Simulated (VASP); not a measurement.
Set up this calculation in VASP 6.6.1, as the native input.

```
Task                   : single point
Functional             : LDA
Potentials or basis    : VASP PAW LDA potentials, release 64 (Co, O)
Cutoff                 : 520 eV
k mesh                 : 10 × 10 × 5
Occupations            : fermi-dirac, width 0.05 eV
Spin                   : collinear spin, ferromagnetic start
Starting moments       : [2.0, 2.0, 0.0, 0.0] μB
Dipole correction      : no
Further INCAR settings : ALGO = Normal; EDIFF = 1e-07; NBANDS = 27
```

The structure of CoO lies in POSCAR:

```
CoO
1.0
    3.1761843872      0.0000000000      0.0000000000
   -1.5880921936      2.7506563664      0.0000000000
    0.0000000000      0.0000000000      5.1936166411
Co O
2 2
Direct
    0.3333333333      0.6666666667      0.5033624100
    0.0000000000      0.0000000000      0.0034741400
    0.3333333333      0.6666666667      0.8715556000
    0.0000000000      0.0000000000      0.3716088500
```

The input as run:

INCAR

```
PREC = Accurate
ENCUT = 520
EDIFF = 1E-7
ISMEAR = -1
SIGMA = 0.05
LREAL = False
LASPH = True
NELM = 150
ALGO = Normal
ISIF = 2
LWAVE = False
LCHARG = True
ISPIN = 2
MAGMOM = 2 2 0 0
LORBIT = 11
LMAXMIX = 4
LELF = True
LVHAR = True
NBANDS = 27
```

KPOINTS

```
regular mesh
0
Gamma
  10 10 5
```

Potentials or basis: VASP PAW LDA potentials, release 64 (Co, O).

Run with:

```bash
$ cat potpaw_LDA.64/Co/POTCAR potpaw_LDA.64/O/POTCAR > POTCAR
$ mpirun -np 1 vasp_std > vasp.out
```

Results of the run:

* Pressure: -14.9 GPa
* Largest force: 0.245 eV/Å
* Net moment: 5.02 μB per cell
* Site moments: Co +2.16; O +0.27, +0.26 μB
* Valence electrons inside the program's atomic spheres: Co 8.04; O 4.95

Caveat: the cell stands under tension.

Run time: 4 min on 1 thread of AMD EPYC 7R13, with other jobs on the host, peak memory 0.19 GiB.
